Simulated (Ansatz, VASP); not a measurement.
## One calculation of Ag, two programs

POSCAR

```
Ag
1.0
    0.0000000000      2.0431000000      2.0431000000
    2.0635310000      0.0000000000      2.0431000000
    2.0635310000      2.0431000000      0.0000000000
Ag
1
Direct
    0.0000000000      0.0000000000      0.0000000000
```

The input INCAR.step1:

```
SYSTEM = Ag
ALGO = Normal
EDIFF = 1E-4
ENCUT = 520
GGA = PE
ISMEAR = 0
LASPH = .True.
LCHARG = .False.
LREAL = .False.
LWAVE = .True.
NBANDS = 12
NELM = 80
PREC = Accurate
SIGMA = 0.15
```

File INCAR.step2:

```
SYSTEM = Ag
ALGO = Normal
EDIFF = 1E-6
ENCUT = 520
ISIF = 2
ISMEAR = 0
ISTART = 1
LASPH = .True.
LCHARG = .False.
LMIXTAU = .True.
LREAL = .False.
LWAVE = .False.
METAGGA = R2SCAN
NBANDS = 12
NELM = 80
PREC = Accurate
SIGMA = 0.15
```

Contents of KPOINTS:

```
k-points
0
Gamma
  20 20 20
  0 0 0
```

Input for Ansatz:

```yaml
crystal:
  lattice:
    - [0.0, 2.0431, 2.0431]
    - [2.063531, 0.0, 2.0431]
    - [2.063531, 2.0431, 0.0]
  atoms:
    - { symbol: Ag, position: [0.0, 0.0, 0.0] }
basis:
  ecutwfc: 500
kpoints:
  mp_grid: { grid: [20, 20, 20] }
hamiltonian:
  xc: r2scan
scf:
  occupations: { method: gaussian, width: 0.15 }
output:
  forces: true
  stress: true
  eigenvalues: true
```

Change from the starting cell: strain +0.0100 x Voigt [1, 0, 0, 0, 0, 0], atoms carried along.

Alike in both runs: task single point; functional r2SCAN; k mesh 20 × 20 × 20; occupations gaussian, width 0.15 eV; no spin polarisation.

```csv
,VASP,Ansatz
version,VASP 6.6.1,Ansatz 0.2.0
potentials or method,"VASP PAW PBE potentials, release 64 (Ag), cutoff 520 eV","scalar-relativistic, plane waves, PAW"
valence electrons in the cell,11,19
```

Ansatz gave:

- gap on the k mesh at the Fermi level (eV): none
- pressure (GPa): 0.3
- traceless stress, the component that is largest in VASP (GPa): -0.25

Problem. Estimate VASP's values.

Solution. gap on the k mesh at the Fermi level (eV): none; pressure (GPa): 0.5; traceless stress, the component that is largest in VASP (GPa): -0.26.

VASP's potentials were made for PBE, not for r2SCAN. A gap of «none» marks a metal or a gap that the smearing closes. VASP's potentials hold 11 valence electrons a cell and Ansatz's 19, so a difference there can come from the potentials and not from the codes.
